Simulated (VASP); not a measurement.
Wanted: the native input for a VASP 6.6.1 run.

| Quantity | Value |
| --- | --- |
| Task | electric field gradients |
| Functional | PBE |
| Potentials or basis | VASP PAW PBE potentials, release 64 (Tl_d, Br) |
| Cutoff | 400 eV |
| k mesh | 3 × 3 × 3 |
| Occupations | gaussian, width 0.01 eV |
| Spin | no spin polarisation |
| Dipole correction | no |
| Further INCAR settings | ALGO = Normal; EDIFF = 1e-08; NBANDS = 94 |

The structure of TlBr lies in POSCAR:

```
TlBr
1.0
    7.9600000000      0.0000000000      0.0000000000
    0.0000000000      7.9600000000      0.0000000000
    0.0000000000      0.0000000000      7.9600000000
Tl Br
8 8
Direct
    0.0000000000      0.0000000000      0.0000000000
    0.0000000000      0.0000000000      0.5000000000
    0.0000000000      0.5000000000      0.0000000000
    0.0000000000      0.5000000000      0.5000000000
    0.5000000000      0.0000000000      0.0000000000
    0.5000000000      0.0000000000      0.5000000000
    0.5000000000      0.5000000000      0.0000000000
    0.5000000000      0.5000000000      0.5000000000
    0.2500000000      0.2500000000      0.2500000000
    0.2500000000      0.2500000000      0.7500000000
    0.2500000000      0.7500000000      0.2500000000
    0.2500000000      0.7500000000      0.7500000000
    0.7500000000      0.2500000000      0.2500000000
    0.7500000000      0.2500000000      0.7500000000
    0.7500000000      0.7500000000      0.2500000000
    0.7500000000      0.7500000000      0.7500000000
```

These files were run (other wordings do the same):

INCAR

```
ALGO = Normal
EDIFF = 1E-8
ENCUT = 400
GGA = PE
GGA_COMPAT = False
ISIF = 2
ISMEAR = 0
LASPH = True
LCHARG = False
LEFG = True
LREAL = False
LWAVE = False
NBANDS = 94
NELM = 120
PREC = Accurate
SIGMA = 0.01
```

KPOINTS

```
k-points
0
Gamma
  3 3 3
```

Potentials or basis: VASP PAW PBE potentials, release 64 (Tl_d, Br).

Launch:

```bash
$ cat potpaw_PBE.64/Tl_d/POTCAR potpaw_PBE.64/Br/POTCAR > POTCAR
$ mpirun -np 1 vasp_std > vasp.out
```

Results of the run:

- Pressure: 1.2 GPa
- Band gap on the k mesh: 1.86 eV

Caveat: without QUAD_EFG the Cq values of the log hold for a quadrupole moment of 1 mb, not for the nuclei; spin-orbit coupling is left out, which moves the levels of the heavy elements.

Run time: 3.9 min on 1 thread of Intel(R) Xeon(R) Platinum 8375C CPU @ 2.90GHz (Ice Lake), on a shared host, peak memory 0.43 GiB.
